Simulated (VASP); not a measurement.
Input of a VASP 6.6.1 run:

POSCAR

```
Ag
1.0
    2.8466121113      0.0000000000      0.0000000000
   -1.4233060556      2.4652384031      0.0000000000
    0.0000000000      0.0000000000     21.5776554417
Ag
9
Direct
    0.0000000000      0.0000000000      0.0000000000
    0.0000000000      0.0000000000      0.7777177869
    0.3333333333      0.6666666667      0.8889488798
    0.6666666667      0.3333333333      0.3333333333
    0.6666666667      0.3333333333      0.1110511202
    0.0000000000      0.0000000000      0.2222822131
    0.3333333333      0.6666666667      0.6666666667
    0.3333333333      0.6666666667      0.4443844535
    0.6666666667      0.3333333333      0.5556155465
```

Contents of INCAR.step1:

```
SYSTEM = Ag
ALGO     = Normal         ! electronic algorithm
EDIFF    = 1E-4           ! SCF threshold, eV
ENCUT    = 520            ! plane-wave cutoff, eV
GGA      = PE             ! functional
ISMEAR   = 0              ! smearing method
LASPH    = .True.         ! aspherical terms in the spheres
LCHARG   = .False.        ! write CHGCAR
LREAL    = .False.        ! projectors in reciprocal space
LWAVE    = .True.         ! write WAVECAR
NBANDS   = 60             ! bands
NELM     = 100            ! most SCF steps
PREC     = Accurate       ! precision mode
SIGMA    = 0.1            ! smearing width, eV
```

The input INCAR.step2:

```
SYSTEM = Ag
ALGO     = Normal         ! electronic algorithm
EDIFF    = 1E-7           ! SCF threshold, eV
ENCUT    = 520            ! plane-wave cutoff, eV
ISIF     = 2              ! what is computed and relaxed
ISMEAR   = 0              ! smearing method
ISTART   = 1            
LASPH    = .True.         ! aspherical terms in the spheres
LCHARG   = .False.        ! write CHGCAR
LMIXTAU  = .True.       
LREAL    = .False.        ! projectors in reciprocal space
LWAVE    = .False.        ! write WAVECAR
METAGGA  = R2SCAN         ! meta-GGA
NBANDS   = 60             ! bands
NELM     = 100            ! most SCF steps
PREC     = Accurate       ! precision mode
SIGMA    = 0.1            ! smearing width, eV
```

File KPOINTS:

```
k-points
0
Gamma
  12 12 2
  0 0 0
```

Potentials or basis: VASP PAW PBE potentials, release 64 (Ag).

Run with:

```console
$ cat potpaw_PBE.64/Ag/POTCAR > POTCAR
$ cp INCAR.step1 INCAR
$ mpirun -np 1 vasp_std > vasp.out
$ cp INCAR.step2 INCAR
$ mpirun -np 1 vasp_std > vasp.out
```

Q: Estimate the band gap on the k mesh.

A: Zero (an odd number of electrons rules out a gap without spin polarisation).

Q: What does it give for the pressure?

A: 3.7 GPa.

Forces in eV/Å, atoms in the order of the input:
```
Ag   0.000  0.000  0.000
Ag   0.000  0.000  0.002
Ag   0.000  0.000 -0.002
Ag   0.000  0.000  0.000
Ag   0.000  0.000  0.002
Ag   0.000  0.000 -0.002
Ag   0.000  0.000  0.000
Ag   0.000  0.000  0.002
Ag   0.000  0.000 -0.002
```

Caveat: the cell differs from its parent crystal (biaxial strain in the a-b plane: -2.0 %); the cell stands under pressure; the PAW data sets were made with another functional, which shifts forces and pressure a little.
